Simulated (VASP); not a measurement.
A run of VASP 6.6.1:

The input INCAR:

```
SYSTEM = Mg
PREC     = Accurate       ! precision mode
ENCUT    = 520            ! plane-wave cutoff, eV
EDIFF    = 1E-6           ! SCF threshold, eV
ISMEAR   = -1             ! smearing method
SIGMA    = 0.03           ! smearing width, eV
LREAL    = .FALSE.        ! projectors in reciprocal space
LASPH    = .TRUE.         ! aspherical terms in the spheres
NELM     = 60             ! most SCF steps
ALGO     = Normal         ! electronic algorithm
ISIF     = 2              ! what is computed and relaxed
LWAVE    = .FALSE.        ! write WAVECAR
LCHARG   = .FALSE.        ! write CHGCAR
NBANDS   = 7              ! bands
```

Contents of KPOINTS:

```
regular mesh
0
G
  16 16 16
  0 0 0
```

Contents of POSCAR:

```
Mg
1.0
    0.0000000000      2.2442560000      2.2218134400
    2.2442560000      0.0000000000      2.2218134400
    2.2442560000      2.2442560000      0.0000000000
Mg
1
Direct
    0.0000000000      0.0000000000      0.0000000000
```

Potentials or basis: VASP PAW LDA potentials, release 64 (Mg).

The run is started by

```sh
$ cat potpaw_LDA.64/Mg/POTCAR > POTCAR
$ mpirun -np 1 vasp_std > vasp.out
```

Hardware: 1 thread of Intel Xeon 8259CL (shared host).

Problem. How long does it take, and how much memory?

Solution. Run time: 43 s on 1 thread of Intel Xeon 8259CL (shared host), peak memory 0.17 GiB. Counts: scf iterations 9, k points 349.
